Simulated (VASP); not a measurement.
# TiSi2 (Immm) in VASP: notebook

TiSi2 is run at these levels: LDA; tasks: single point.

Everything below comes from runs of VASP 6.6.1. Logs are shortened: lines on timing, memory, paths and dates and some standing lists are left out, and cuts for length are marked.

**1. The cell of the first run**

Symmetry: Immm, No. 71, orthorhombic system. The conventional cell has a = 2.946 Å, b = 3.424 Å, c = 8.424 Å, α = 90.00°, β = 90.00°, γ = 90.00°. Ti (site symmetry mmm) has 10 Si at 2.67 to 2.78 Å and 4 Ti at 2.95 to 3.42 Å within 3.5 Å. Si (site symmetry mm2) has 9 Si at 2.63 to 3.42 Å and 5 Ti at 2.67 to 2.78 Å within 3.5 Å.

**2. Single point, LDA**

Contents of INCAR:

```
PREC = Accurate ; ENCUT = 520
EDIFF = 1E-7 ; ISMEAR = 0
SIGMA = 0.025 ; LREAL = False
LASPH = True ; NELM = 80
ALGO = Normal ; ISIF = 2
LWAVE = False ; LCHARG = False
NBANDS = 17
```

Contents of KPOINTS:

```
regular mesh
0
Gamma
  10 11 13
```

Contents of POSCAR:

```
TiSi2
1.0
   -1.4728720000      1.7121300000      4.2120830000
    1.4728720000     -1.7121300000      4.2120830000
    1.4728720000      1.7121300000     -4.2120830000
Ti Si
1 2
Direct
    0.0000000000      0.0000000000      0.0000000000
    0.3299220006      0.3299220006      0.0000000000
    0.6700779994      0.6700779994      0.0000000000
```

Potentials or basis: VASP PAW LDA potentials, release 64 (Ti_sv, Si).

Launch:

```bash
> cat potpaw_LDA.64/Ti_sv/POTCAR potpaw_LDA.64/Si/POTCAR > POTCAR
> mpirun -np 1 vasp_std > vasp.out
```

OUTCAR:

```text
PREC = Accurate
   ENCUT = 520
   EDIFF = 1E-7
   ISMEAR = 0
   LREAL = False
   LASPH = True
   NELM = 80
   ISIF = 2

 ion  position               nearest neighbor table
   1  0.000  0.000  0.000-   3 2.67   3 2.67   2 2.67   2 2.67   3 2.67   3 2.67   2 2.67   2 2.67
                             2 2.78   3 2.78
   2  0.330  0.330  0.000-   3 2.63   3 2.63   3 2.63   3 2.63   1 2.67   1 2.67   1 2.67   1 2.67
                             1 2.78   3 2.87
   3  0.670  0.670  0.000-   2 2.63   2 2.63   2 2.63   2 2.63   1 2.67   1 2.67   1 2.67   1 2.67
                             1 2.78   2 2.87

  LATTYP: Found a body centered orthorhombic cell.
 ALAT       =     2.9457440000
 B/A-ratio  =     1.1624431723
 C/A-ratio  =     2.8597753233

  Lattice vectors:

 A1 = (  -1.4728720000,   1.7121300000,   4.2120830000)
 A2 = (   1.4728720000,  -1.7121300000,   4.2120830000)
 A3 = (   1.4728720000,   1.7121300000,  -4.2120830000)

Analysis of symmetry for initial positions (statically):
=====================================================================
 Subroutine PRICEL returns:
 Original cell was already a primitive cell.

 Routine SETGRP: Setting up the symmetry group for a
 body centered orthorhombic supercell.

 Subroutine GETGRP returns: Found  8 space group operations
 (whereof  8 operations were pure point group operations)
 out of a pool of  8 trial point group operations.

The static configuration has the point symmetry D_2h.

Analysis of symmetry for dynamics (positions and initial velocities):
=====================================================================
 Subroutine PRICEL returns:
 Original cell was already a primitive cell.

 Routine SETGRP: Setting up the symmetry group for a
 body centered orthorhombic supercell.

 Subroutine GETGRP returns: Found  8 space group operations
 (whereof  8 operations were pure point group operations)
 out of a pool of  8 trial point group operations.

The dynamic configuration has the point symmetry D_2h.

 Subroutine INISYM returns: Found  8 space group operations
 (whereof  8 operations are pure point group operations),
 and found     1 'primitive' translations

----------------------------------------------------------------------------------------

                                     Primitive cell

  volume of cell :      42.4873

  direct lattice vectors                    reciprocal lattice vectors
    -1.472872000  1.712130000  4.212083000     0.000000000  0.292033899  0.118706113
     1.472872000 -1.712130000  4.212083000     0.339472812  0.000000000  0.118706113
     1.472872000  1.712130000 -4.212083000     0.339472812  0.292033899  0.000000000

  length of vectors
     4.779370698  4.779370698  4.779370698     0.315237909  0.359628880  0.447800836

  position of ions in fractional coordinates (direct lattice)
     0.000000000  0.000000000  0.000000000
     0.329922001  0.329922001  0.000000000
     0.670077999  0.670077999  0.000000000

  ion indices of the primitive-cell ions
   primitive index   ion index
                 1           1
                 2           2
                 3           3

----------------------------------------------------------------------------------------

 KPOINTS: regular mesh

Automatic generation of k-mesh.
 Grid dimensions read from file:
 generate k-points for:   10   11   13

 Generating k-lattice:

  Cartesian coordinates                     Fractional coordinates (reciprocal lattice)
     0.000000000  0.029203390  0.011870611     0.100000000  0.000000000 -0.000000000
     0.030861165  0.000000000  0.010791465     0.000000000  0.090909091 -0.000000000
     0.026113293  0.022464146  0.000000000    -0.000000000  0.000000000  0.076923077

  Length of vectors
     0.031523791  0.032693535  0.034446218

  Shift w.r.t. Gamma in fractional coordinates (k-lattice)
     0.000000000  0.000000000  0.000000000

 -----------------------------------------------------------------------------
|                                                                             |
|           W    W    AA    RRRRR   N    N  II  N    N   GGGG   !!!           |
|           W    W   A  A   R    R  NN   N  II  NN   N  G    G  !!!           |
|           W    W  A    A  R    R  N N  N  II  N N  N  G       !!!           |
|           W WW W  AAAAAA  RRRRR   N  N N  II  N  N N  G  GGG   !            |
|           WW  WW  A    A  R   R   N   NN  II  N   NN  G    G                |
|           W    W  A    A  R    R  N    N  II  N    N   GGGG   !!!           |
|                                                                             |
|     Your reciprocal lattice and k-lattice belong to different lattice       |
|     classes:                                                                |
|                                                                             |
|        The reciprocal lattice is face-centered orthorhombic,                |
|        whereas your k-lattice is triclinic.                                 |
|                                                                             |
|     Results are often still useful ...                                      |
|                                                                             |
 -----------------------------------------------------------------------------

 WARNING: IBZKPT: internal override: KBLOWUP is changed to .FALSE.
      ... skipping the blow-up phase ...

 Subroutine IBZKPT returns following result:
 ===========================================

 Found    716 irreducible k-points:

 Following reciprocal coordinates:
            Coordinates               Weight
  0.000000  0.000000  0.000000      1.000000
  0.100000  0.000000 -0.000000      2.000000
  0.200000  0.000000 -0.000000      2.000000
  0.300000  0.000000  0.000000      2.000000
  0.400000 -0.000000  0.000000      2.000000
  0.500000 -0.000000  0.000000      1.000000
[... 16 lines left out ...]
 -0.400000  0.181818 -0.000000      2.000000
 -0.300000  0.181818 -0.000000      2.000000
 [... further k-points ...]
   k-points           NKPTS =    716   k-points in BZ     NKDIM =    716   number of bands    NBANDS=     17
   number of dos      NEDOS =    301   number of ions     NIONS =      3
   total plane-waves  NPLWV =  46656
   dimension x,y,z NGX =    36 NGY =   36 NGZ =   36
   dimension x,y,z NGXF=    72 NGYF=   72 NGZF=   72
   ions per type =               1   2
   NGX,Y,Z   is equivalent  to a cutoff of  12.52, 12.52, 12.52 a.u.
   NGXF,Y,Z  is equivalent  to a cutoff of  25.04, 25.04, 25.04 a.u.
 SYSTEM =  unknown system
   PREC   = accura    normal or accurate (medium, high low for compatibility)
   ISTART =      0    job   : 0-new  1-cont  2-samecut
   ICHARG =      2    charge: 1-file 2-atom 10-const
   ISPIN  =      1    spin polarized calculation?
   LNONCOLLINEAR =      F non collinear calculations
   LSORBIT =      F    spin-orbit coupling
   LASPH  =      T    aspherical Exc in radial PAW
   ENCUT  =  520.0 eV  38.22 Ry    6.18 a.u.   8.89  8.89  8.89*2*pi/ulx,y,z
   NELM   =     80;   NELMIN=  2; NELMDL= -5     # of ELM steps
   EDIFF  = 0.1E-06   stopping-criterion for ELM
   LREAL  =      F    real-space projection
   EDIFFG = 0.1E-05   stopping-criterion for IOM
   NSW    =      0    number of steps for IOM
   IBRION =     -1    ionic relax: 0-MD 1-quasi-New 2-CG
   NFREE  =      0    steps in history (QN), initial steepest desc. (CG)
   ISIF   =      2    stress and relaxation
   ISYM   =      2    0-nonsym 1-usesym 2-fastsym
   POTIM  = 0.5000    time-step for ionic-motion
   TEBEG  =    0.0;   TEEND  =   0.0 temperature during run
   PSTRESS=    0.0 pullay stress
   NELECT =      20.0000    total number of electrons
   NUPDOWN=      -1.0000    fix difference up-down
   EMIN   =  10.00;   EMAX   =-10.00  energy-range for DOS
   EFERMI =   0.00;   METHOD = LEGACY
   ISMEAR =     0;   SIGMA  =   0.03  broadening in eV -4-tet -1-fermi 0-gaus
   EFERMI_NEDOS =   21; number of points for ismear=-14 and -15
   IALGO  =     38    algorithm
   IMIX   =      4    mixing-type and parameters
     AMIX     =   0.40;   BMIX     =  1.00
     AMIX_MAG =   1.60;   BMIX_MAG =  1.00
  volume/ion in A,a.u.               =      14.16        95.57
  Fermi-wavevector in a.u.,A,eV,Ry     =   1.273499  2.406564 22.065925  1.621800
  Thomas-Fermi vector in A             =   2.406319
   LORBIT       =      0    0 simple, 1 ext, 2 COOP (PROOUT), +10 PAW based schemes
   GGA     = CA    functional components
   LHFCALC =     F    Hartree Fock is set to
   AEXX    =    0.0000 exact exchange contribution
   IVDW    =     0    specifies the selected vdW correction
   LEPSILON=     F    determine dielectric tensor
   LRPA    =     F    only Hartree local field effects (RPA)
 non-spin polarized calculation
 Gauss-broadening in eV      SIGMA  =   0.03
  energy-cutoff  :      520.00
  volume of cell :       42.49
 maximum number of plane-waves:      1171
   NGX = 17   NGY = 17   NGZ = 17

 number of electron      19.9999998 magnetization

 Free energy of the ion-electron system (eV)
  ---------------------------------------------------
  ext. energy  EPLUGINS =         0.00000000
  ---------------------------------------------------
  free energy    TOTEN  =       -21.90582636 eV

  energy without entropy =      -21.90538260  energy(sigma->0) =      -21.90560448

 E-fermi :   9.8849     XC(G=0): -11.8471

 val. band max:        9.8841706297   @ k =   0.3000   0.2727   0.4615
 cond. band min:       9.8906232137   @ k =  -0.3000  -0.4545   0.1538
 fundamental gap:      0.0064525839
 Fermi energy:         9.8849094479

 k-point     1 :       0.0000    0.0000    0.0000
  band No.  band energies     occupation
      1     -45.6874      2.00000
      2     -22.4044      2.00000
      3     -22.3858      2.00000
      4     -22.1262      2.00000
      5      -2.6026      2.00000
      6       5.1910      2.00000
[... 9 lines left out ...]
     16      15.3127      0.00000
     17      15.7066      0.00000

 k-point     2 :       0.1000    0.0000   -0.0000
  band No.  band energies     occupation
      1     -45.6867      2.00000
      2     -22.4037      2.00000
      3     -22.3953      2.00000
      4     -22.1255      2.00000
      5      -2.4568      2.00000
      6       4.8215      2.00000
[... 9 lines left out ...]
     16      15.1997      0.00000
     17      15.8858      0.00000

 k-point     3 :       0.2000    0.0000   -0.0000
  band No.  band energies     occupation
      1     -45.6850      2.00000
      2     -22.4200      2.00000
      3     -22.4017      2.00000
      4     -22.1238      2.00000
      5      -2.0270      2.00000
      6       4.1223      2.00000
[... 9 lines left out ...]
     16      16.3564      0.00000
     17      16.4081      0.00000

 k-point     4 :       0.3000    0.0000    0.0000
  band No.  band energies     occupation
      1     -45.6829      2.00000
      2     -22.4504      2.00000
      3     -22.3993      2.00000
      4     -22.1217      2.00000
      5      -1.3351      2.00000
      6       3.1093      2.00000
[... 9 lines left out ...]
     16      16.9474      0.00000
     17      17.7259      0.00000
[... 343 lines left out ...]
      1     -45.6694      2.00000
      2     -22.4689      2.00000
      3     -22.3842      2.00000
      4     -22.2206      2.00000
      5       0.9196      2.00000
      6       1.4659      2.00000
[... 9 lines left out ...]
     16      15.0271      0.00000
     17      17.2570      0.00000

 k-point    23 :      -0.4000    0.1818   -0.0000
  band No.  band energies     occupation
      1     -45.6701      2.00000
      2     -22.4599      2.00000
      3     -22.3843      2.00000
      4     -22.2215      2.00000
      5      -0.0758      2.00000
      6       2.6239      2.00000
[... 9 lines left out ...]
     16      14.5982      0.00000
     17      17.5439      0.00000

 k-point    24 :      -0.3000    0.1818   -0.0000
  band No.  band energies     occupation
      1     -45.6718      2.00000
      2     -22.4364      2.00000
      3     -22.3860      2.00000
      4     -22.2238      2.00000
      5      -0.9282      2.00000
      6       3.9059      2.00000
[... 9 lines left out ...]
     16      15.2617      0.00000
     17      16.8298      0.00000

 [... further k-points ...]

------------------------ aborting loop because EDIFF is reached ----------------------------------------

  FORCE on cell =-STRESS in cart. coord.  units (eV):
  Direction    XX          YY          ZZ          XY          YZ          ZX
  --------------------------------------------------------------------------------------
  -------------------------------------------------------------------------------------
  Total       -1.4895720     -1.7563594     -1.8588339     -0.0000000      0.0000000      0.0000000
  in kB      -56.1711636    -66.2316099    -70.0958828     -0.0000000      0.0000000      0.0000000
  external PRESSURE =     -64.1662188 kB  Pullay stress =       0.0000000 kB

 VOLUME and BASIS-vectors are now :
 -----------------------------------------------------------------------------
  energy-cutoff  :      520.00
  volume of cell :       42.49
      direct lattice vectors                 reciprocal lattice vectors
    -1.472872000  1.712130000  4.212083000     0.000000000  0.292033899  0.118706113
     1.472872000 -1.712130000  4.212083000     0.339472812  0.000000000  0.118706113
     1.472872000  1.712130000 -4.212083000     0.339472812  0.292033899  0.000000000

 POSITION                                       TOTAL-FORCE (eV/Angst)
 -----------------------------------------------------------------------------------
      0.00000      0.00000      0.00000         0.000000     -0.000000      0.000000
      0.00000      0.00000      2.77932         0.000000      0.000000      0.100408
      0.00000      0.00000      5.64485        -0.000000     -0.000000     -0.100408
 -----------------------------------------------------------------------------------
    total drift:                               -0.000000     -0.000000      0.000000

  FREE ENERGIE OF THE ION-ELECTRON SYSTEM (eV)
  ---------------------------------------------------
  free  energy   TOTEN  =       -21.9058263606 eV

  energy  without entropy=      -21.9053825971  energy(sigma->0) =      -21.90560448
```

Run time: 11 min. Hardware: 1 thread of Intel Xeon Platinum 8259CL at 2.50GHz (Skylake/Cascade Lake), shared host; peak memory 0.57 GiB.

What came out:

```
Free energy            : -21.9058 eV
Pressure               : -6.4 GPa
Largest force          : 0.100 eV/Å
Band gap on the k mesh : zero (band 10 reaches 11.15 eV, above the bottom of band 11 at 8.85 eV)
```

Forces on the atoms (eV/Å):
```
Ti   0.000  0.000  0.000
Si   0.000  0.000  0.100
Si   0.000  0.000 -0.100
```

Stress tensor (GPa, compression positive):
```
-5.62  0.00  0.00
 0.00 -6.62  0.00
 0.00  0.00 -7.01
```

Levels at points of the mesh, in eV from the Fermi level:
```
           k point  band 8  band 9  band 10  band 11  band 12  band 13
(0.00, 0.00, 0.00)   -2.14   -0.63     0.73     2.07     2.36     3.16
(0.50, 0.00, 0.00)   -3.71   -0.69     0.92     2.00     2.53     3.48
```

**3. Single point, LDA**

Contents of INCAR:

```
  PREC = Accurate
  ENCUT = 520
  EDIFF = 1E-7
  ISMEAR = 0
  SIGMA = 0.1
  LREAL = F
  LASPH = T
  NELM = 80
  ALGO = Normal
  ISIF = 2
  LWAVE = F
  LCHARG = F
  GGA = CA
  NBANDS = 17
```

Contents of KPOINTS:

```
Automatic mesh
0
Gamma
  10 11 13
```

POSCAR is that of step 2.

Potentials or basis: VASP PAW LDA potentials, release 64 (Ti_sv, Si).

Launch:

```bash
> cat potpaw_LDA.64/Ti_sv/POTCAR potpaw_LDA.64/Si/POTCAR > POTCAR
> mpirun -np 1 vasp_std > vasp.out
```

Wall time 28 min (1 thread of AMD EPYC 7R43 (Zen 3), shared host); peak memory 0.54 GiB.

It converged, with:

| Quantity | Value |
| --- | --- |
| Free energy | -21.9093 eV |
| Pressure | -6.4 GPa |
| Largest force | 0.100 eV/Å |
| Band gap on the k mesh | zero (band 10 reaches 11.15 eV, above the bottom of band 11 at 8.85 eV) |

Forces in eV/Å, atoms in the order of the input:
```
Ti   0.000  0.000  0.000
Si   0.000  0.000  0.100
Si   0.000  0.000 -0.100
```

Stress tensor (GPa, compression positive):
```
-5.59  0.00  0.00
 0.00 -6.63  0.00
 0.00  0.00 -7.02
```

Levels at points of the mesh, in eV from the Fermi level:
```
           k point  band 8  band 9  band 10  band 11  band 12  band 13
(0.00, 0.00, 0.00)   -2.13   -0.62     0.74     2.07     2.36     3.17
(0.50, 0.00, 0.00)   -3.71   -0.68     0.92     2.01     2.53     3.48
```

(Part 1 of 2 ends here.)
